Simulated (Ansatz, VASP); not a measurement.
**Ga2Si3: VASP beside Ansatz**

```
Ga Si
1.0
     3.19322    1.84361    5.12674
    -3.19322    1.84361    5.12674
     0.00000   -3.68721    5.12674
Ga Si
4 6
Direct
  0.90629 0.90629 0.90629
  0.59371 0.59371 0.59371
  0.09371 0.09371 0.09371
  0.40629 0.40629 0.40629
  0.97830 0.52170 0.75000
  0.75000 0.97830 0.52170
  0.52170 0.75000 0.97830
  0.02170 0.47830 0.25000
  0.25000 0.02170 0.47830
  0.47830 0.25000 0.02170
```

Alike in both runs: functional PBE; k mesh 6 × 6 × 6; occupations gaussian, width 0.1 eV; no spin polarisation.

Ansatz relaxed the structure, and its values are those at the end. VASP's run is a single point on that final structure, the one shown.

```csv
,VASP,Ansatz
version,VASP 6.6.1,Ansatz 0.2.0
potentials or method,"VASP PAW PBE potentials, release 64 (Ga_d, Si), cutoff 520 eV","scalar-relativistic, plane waves, PAW"
valence electrons in the cell,76,76
```

|  | VASP | Ansatz | Ansatz less VASP |
| --- | --- | --- | --- |
| gap on the k mesh at the Fermi level (eV) | none | none | - |
| pressure (GPa) | 0.2 | 0.1 | -0.03 |
| rms of the force components (eV/Å) | 0.003 | 0.004 | +0.0008 |

A gap of «none» marks a metal or a gap that the smearing closes. With one functional, cell and mesh, what is left measures potentials, basis and numerics.
